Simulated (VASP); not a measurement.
# Pd in VASP: single point with PBE

Aim: the single point of Pd with PBE.

All numbers are computed with VASP 6.6.1; they aren't measurements. Logs are shortened: lines on timing, memory, paths and dates and some standing lists are left out, and cuts for length are marked.

### 1 The cell of the first run

The typed cell holds 1 atom: a = 2.674 Å, b = 2.674 Å, c = 3.087 Å, α = 54.73°, β = 54.73°, γ = 70.53°.

### 2 Single point, PBE

Contents of INCAR:

```
PREC = Accurate
ENCUT = 520
EDIFF = 1E-6
ISMEAR = 0
SIGMA = 0.15
LREAL = False
LASPH = True
NELM = 60
ALGO = Fast
ISIF = 2
LWAVE = False
LCHARG = True
GGA = PE
LELF = True
LVHAR = True
NBANDS = 11
```

Contents of KPOINTS:

```
regular mesh
0
Gamma
  24 24 24
```

Contents of POSCAR:

```
Pd
1.0
    0.0000000000      2.1831863386      1.5435127414
    2.1831863386      0.0000000000      1.5435127414
    2.1831863386      2.1831863386      0.0000000000
Pd
1
Direct
    0.0000000000      0.0000000000      0.0000000000
```

Potentials or basis: VASP PAW PBE potentials, release 64 (Pd).

Command:

```console
$ cat potpaw_PBE.64/Pd/POTCAR > POTCAR
$ mpirun -np 1 vasp_std > vasp.out
```

OUTCAR:

```text
PREC = Accurate
   ENCUT = 520
   EDIFF = 1E-6
   ISMEAR = 0
   LREAL = False
   LASPH = True
   NELM = 60
   ISIF = 2
   GGA = PE

 ion  position               nearest neighbor table
   1  0.000  0.000  0.000-

  LATTYP: Found a body centered tetragonal cell.
 ALAT       =     3.0874917292
 C/A-ratio  =     0.9998489886

  Lattice vectors:

 A1 = (   0.0000000000,  -2.1831863386,  -1.5435127414)
 A2 = (   0.0000000000,   2.1831863386,  -1.5435127414)
 A3 = (   2.1831863386,   0.0000000000,   1.5435127414)

Analysis of symmetry for initial positions (statically):
=====================================================================
 Subroutine PRICEL returns:
 Original cell was already a primitive cell.

 Routine SETGRP: Setting up the symmetry group for a
 body centered tetragonal supercell.

 Subroutine GETGRP returns: Found 16 space group operations
 (whereof 16 operations were pure point group operations)
 out of a pool of 16 trial point group operations.

The static configuration has the point symmetry D_4h.

Analysis of symmetry for dynamics (positions and initial velocities):
=====================================================================
 Subroutine PRICEL returns:
 Original cell was already a primitive cell.

 Routine SETGRP: Setting up the symmetry group for a
 body centered tetragonal supercell.

 Subroutine GETGRP returns: Found 16 space group operations
 (whereof 16 operations were pure point group operations)
 out of a pool of 16 trial point group operations.

The dynamic configuration has the point symmetry D_4h.

 Subroutine INISYM returns: Found 16 space group operations
 (whereof 16 operations are pure point group operations),
 and found     1 'primitive' translations

----------------------------------------------------------------------------------------

                                     Primitive cell

  volume of cell :      14.7137

  direct lattice vectors                    reciprocal lattice vectors
     0.000000000  2.183186339  1.543512741    -0.229023053  0.229023053  0.323936425
     2.183186339  0.000000000  1.543512741     0.229023053 -0.229023053  0.323936425
     2.183186339  2.183186339  0.000000000     0.229023053  0.229023053 -0.323936425

  length of vectors
     2.673711685  2.673711685  3.087491729     0.458080697  0.458080697  0.458080697

  position of ions in fractional coordinates (direct lattice)
     0.000000000  0.000000000  0.000000000

  ion indices of the primitive-cell ions
   primitive index   ion index
                 1           1

----------------------------------------------------------------------------------------

 KPOINTS: regular mesh

Automatic generation of k-mesh.
 Grid dimensions read from file:
 generate k-points for:   24   24   24

 Generating k-lattice:

  Cartesian coordinates                     Fractional coordinates (reciprocal lattice)
    -0.009542627  0.009542627  0.013497351     0.041666667  0.000000000  0.000000000
     0.009542627 -0.009542627  0.013497351     0.000000000  0.041666667  0.000000000
     0.009542627  0.009542627 -0.013497351    -0.000000000 -0.000000000  0.041666667

  Length of vectors
     0.019086696  0.019086696  0.019086696

  Shift w.r.t. Gamma in fractional coordinates (k-lattice)
     0.000000000  0.000000000  0.000000000

 Subroutine IBZKPT returns following result:
 ===========================================

 Found   1063 irreducible k-points:

 Following reciprocal coordinates:
            Coordinates               Weight
  0.000000  0.000000  0.000000      1.000000
  0.041667 -0.000000  0.000000      8.000000
  0.083333 -0.000000  0.000000      8.000000
  0.125000  0.000000  0.000000      8.000000
  0.166667 -0.000000  0.000000      8.000000
  0.208333  0.000000  0.000000      8.000000
[... 16 lines left out ...]
  0.416667  0.041667  0.000000      8.000000
  0.458333  0.041667  0.000000      8.000000
 [... further k-points ...]
   k-points           NKPTS =   1063   k-points in BZ     NKDIM =   1063   number of bands    NBANDS=     11
   number of dos      NEDOS =    301   number of ions     NIONS =      1
   total plane-waves  NPLWV =   9600
   dimension x,y,z NGX =    20 NGY =   20 NGZ =   24
   dimension x,y,z NGXF=    40 NGYF=   40 NGZF=   48
   ions per type =               1
   NGX,Y,Z   is equivalent  to a cutoff of  12.44, 12.44, 12.92 a.u.
   NGXF,Y,Z  is equivalent  to a cutoff of  24.87, 24.87, 25.85 a.u.
 SYSTEM =  unknown system
   PREC   = accura    normal or accurate (medium, high low for compatibility)
   ISTART =      0    job   : 0-new  1-cont  2-samecut
   ICHARG =      2    charge: 1-file 2-atom 10-const
   ISPIN  =      1    spin polarized calculation?
   LNONCOLLINEAR =      F non collinear calculations
   LSORBIT =      F    spin-orbit coupling
   LASPH  =      T    aspherical Exc in radial PAW
   ENCUT  =  520.0 eV  38.22 Ry    6.18 a.u.   4.97  4.97  5.74*2*pi/ulx,y,z
   NELM   =     60;   NELMIN=  2; NELMDL= -5     # of ELM steps
   EDIFF  = 0.1E-05   stopping-criterion for ELM
   LREAL  =      F    real-space projection
   EDIFFG = 0.1E-04   stopping-criterion for IOM
   NSW    =      0    number of steps for IOM
   IBRION =     -1    ionic relax: 0-MD 1-quasi-New 2-CG
   NFREE  =      0    steps in history (QN), initial steepest desc. (CG)
   ISIF   =      2    stress and relaxation
   ISYM   =      2    0-nonsym 1-usesym 2-fastsym
   POTIM  = 0.5000    time-step for ionic-motion
   TEBEG  =    0.0;   TEEND  =   0.0 temperature during run
   PSTRESS=    0.0 pullay stress
   NELECT =      10.0000    total number of electrons
   NUPDOWN=      -1.0000    fix difference up-down
   EMIN   =  10.00;   EMAX   =-10.00  energy-range for DOS
   EFERMI =   0.00;   METHOD = LEGACY
   ISMEAR =     0;   SIGMA  =   0.15  broadening in eV -4-tet -1-fermi 0-gaus
   EFERMI_NEDOS =   21; number of points for ismear=-14 and -15
   IALGO  =     68    algorithm
   IMIX   =      4    mixing-type and parameters
     AMIX     =   0.40;   BMIX     =  1.00
     AMIX_MAG =   1.60;   BMIX_MAG =  1.00
  volume/ion in A,a.u.               =      14.71        99.29
  Fermi-wavevector in a.u.,A,eV,Ry     =   1.439354  2.719984 28.187725  2.071739
  Thomas-Fermi vector in A             =   2.558219
   LORBIT       =      0    0 simple, 1 ext, 2 COOP (PROOUT), +10 PAW based schemes
   GGA     = PE    functional components
   LHFCALC =     F    Hartree Fock is set to
   AEXX    =    0.0000 exact exchange contribution
   IVDW    =     0    specifies the selected vdW correction
   LEPSILON=     F    determine dielectric tensor
   LRPA    =     F    only Hartree local field effects (RPA)
 non-spin polarized calculation
 RMM-DIIS sequential band-by-band and
 Gauss-broadening in eV      SIGMA  =   0.15
  energy-cutoff  :      520.00
  volume of cell :       14.71
 maximum number of plane-waves:       420
   NGX =  9   NGY =  9   NGZ = 11

 number of electron      10.0000000 magnetization

 number of electron       9.9999998 magnetization

 Free energy of the ion-electron system (eV)
  ---------------------------------------------------
  ext. energy  EPLUGINS =         0.00000000
  ---------------------------------------------------
  free energy    TOTEN  =        -5.16196356 eV

  energy without entropy =       -5.14788907  energy(sigma->0) =       -5.15492631

 E-fermi :   9.8210     XC(G=0): -13.1946

 val. band max:        9.8201073105   @ k =   0.4167   0.1250   0.0417
 cond. band min:       9.8245877414   @ k =  -0.3750   0.4167   0.1667
 fundamental gap:      0.0044804309
 Fermi energy:         9.8210333837

 k-point     1 :       0.0000    0.0000    0.0000
  band No.  band energies     occupation
      1       2.6746      2.00000
      2       6.8509      2.00000
      3       6.8520      2.00000
      4       6.8520      2.00000
      5       8.8533      2.00000
      6       8.8546      2.00000
      7      29.2211      0.00000
      8      29.2211      0.00000
      9      29.2241      0.00000
     10      37.8063      0.00000
     11      37.8399      0.00000

 k-point     2 :       0.0417   -0.0000    0.0000
  band No.  band energies     occupation
      1       2.7420      2.00000
      2       6.8283      2.00000
      3       6.8530      2.00000
      4       6.8995      2.00000
      5       8.8261      2.00000
      6       8.8553      2.00000
      7      29.1939      0.00000
      8      29.2379      0.00000
      9      29.3037      0.00000
     10      37.0025      0.00000
     11      37.5160      0.00000

 k-point     3 :       0.0833   -0.0000    0.0000
  band No.  band energies     occupation
      1       2.9401      2.00000
      2       6.7609      2.00000
      3       6.8547      2.00000
      4       7.0421      2.00000
      5       8.7508      2.00000
      6       8.8606      2.00000
      7      29.0632      0.00000
      8      29.2529      0.00000
      9      29.5466      0.00000
     10      35.8858      0.00000
     11      36.6533      0.00000

 k-point     4 :       0.1250    0.0000    0.0000
  band No.  band energies     occupation
      1       3.2556      2.00000
      2       6.6555      2.00000
      3       6.8562      2.00000
      4       7.2745      2.00000
      5       8.6542      2.00000
      6       8.8705      2.00000
      7      28.7044      0.00000
      8      29.1758      0.00000
      9      29.9357      0.00000
     10      35.0576      0.00000
     11      35.6716      0.00000

 k-point     5 :       0.1667   -0.0000    0.0000
  band No.  band energies     occupation
      1       3.6595      2.00000
      2       6.5213      2.00000
      3       6.8675      2.00000
      4       7.5887      2.00000
      5       8.5692      2.00000
      6       8.8861      2.00000
      7      27.9701      0.00000
      8      28.8882      0.00000
      9      30.4480      0.00000
     10      34.7006      0.00000
     11      34.9791      0.00000
[... 211 lines left out ...]
 k-point    21 :       0.3333    0.0417    0.0000
  band No.  band energies     occupation
      1       4.7497      2.00000
      2       5.9683      2.00000
      3       8.0211      2.00000
      4       8.6370      2.00000
      5       9.2769      2.00000
      6       9.3302      2.00000
      7      22.2173      0.00000
      8      26.3336      0.00000
      9      29.8224      0.00000
     10      33.3993      0.00000
     11      34.9188      0.00000

 k-point    22 :       0.3750    0.0417    0.0000
  band No.  band energies     occupation
      1       4.6941      2.00000
      2       5.8524      2.00000
      3       8.3718      2.00000
      4       8.8003      2.00000
      5       9.7523      1.48328
      6       9.7619      1.42260
      7      20.6599      0.00000
      8      25.7958      0.00000
      9      28.8989      0.00000
     10      33.8405      0.00000
     11      35.1476      0.00000

 k-point    23 :       0.4167    0.0417    0.0000
  band No.  band energies     occupation
      1       4.6177      2.00000
      2       5.7651      2.00000
      3       8.5547      2.00000
      4       8.8574      2.00000
      5      10.1158      0.00545
      6      10.5211      0.00000
      7      19.2712      0.00000
      8      25.3929      0.00000
      9      28.1642      0.00000
     10      34.2031      0.00000
     11      35.4113      0.00000

 k-point    24 :       0.4583    0.0417    0.0000
  band No.  band energies     occupation
      1       4.5595      2.00000
      2       5.7110      2.00000
      3       8.6735      2.00000
      4       8.8484      2.00000
      5      10.3499      0.00000
      6      11.2367      0.00000
      7      18.2274      0.00000
      8      25.1440      0.00000
      9      27.6938      0.00000
     10      34.4351      0.00000
     11      35.6941      0.00000

 [... further k-points ...]

------------------------ aborting loop because EDIFF is reached ----------------------------------------

  FORCE on cell =-STRESS in cart. coord.  units (eV):
  Direction    XX          YY          ZZ          XY          YZ          ZX
  --------------------------------------------------------------------------------------
  -------------------------------------------------------------------------------------
  Total        0.8058661      0.8058661      0.8054189      0.0000000      0.0000000      0.0000000
  in kB       87.7509156     87.7509156     87.7022198      0.0000000      0.0000000      0.0000000
  external PRESSURE =      87.7346837 kB  Pullay stress =       0.0000000 kB

 VOLUME and BASIS-vectors are now :
 -----------------------------------------------------------------------------
  energy-cutoff  :      520.00
  volume of cell :       14.71
      direct lattice vectors                 reciprocal lattice vectors
     0.000000000  2.183186339  1.543512741    -0.229023053  0.229023053  0.323936425
     2.183186339  0.000000000  1.543512741     0.229023053 -0.229023053  0.323936425
     2.183186339  2.183186339  0.000000000     0.229023053  0.229023053 -0.323936425

 POSITION                                       TOTAL-FORCE (eV/Angst)
 -----------------------------------------------------------------------------------
      0.00000      0.00000      0.00000         0.000000      0.000000      0.000000
 -----------------------------------------------------------------------------------
    total drift:                                0.000000      0.000000      0.000000

  FREE ENERGIE OF THE ION-ELECTRON SYSTEM (eV)
  ---------------------------------------------------
  free  energy   TOTEN  =        -5.1619635601 eV

  energy  without entropy=       -5.1478890680  energy(sigma->0) =       -5.15492631
```

Run time: 57 s. Hardware: 1 thread of Intel Xeon 6975P-C (Granite Rapids), shared host; peak memory 0.28 GiB.

What came out:

```yaml
Free_energy: -5.1620 eV
Pressure: 8.8 GPa
Band_gap_on_the_k_mesh: zero (band 5 reaches 10.44 eV, above the bottom of band 6 at 8.74 eV)
```

Levels at points of the mesh, in eV from the Fermi level:
```tsv
k point	band 1	band 2	band 3	band 4	band 5	band 6	band 7	band 8	band 9	band 10
(0.00, 0.00, 0.00)	-7.15	-2.97	-2.97	-2.97	-0.97	-0.97	19.40	19.40	19.40	27.99
(0.50, 0.00, 0.00)	-5.33	-4.18	-1.04	-0.72	0.62	1.41	8.00	15.17	17.93	24.48
(0.50, 0.50, 0.00)	-5.27	-5.27	0.23	0.23	0.23	9.27	9.27	9.27	17.75	17.75
(0.50, 0.00, 0.50)	-5.33	-4.18	-1.04	-0.72	0.62	1.40	7.99	15.17	17.93	24.48
```
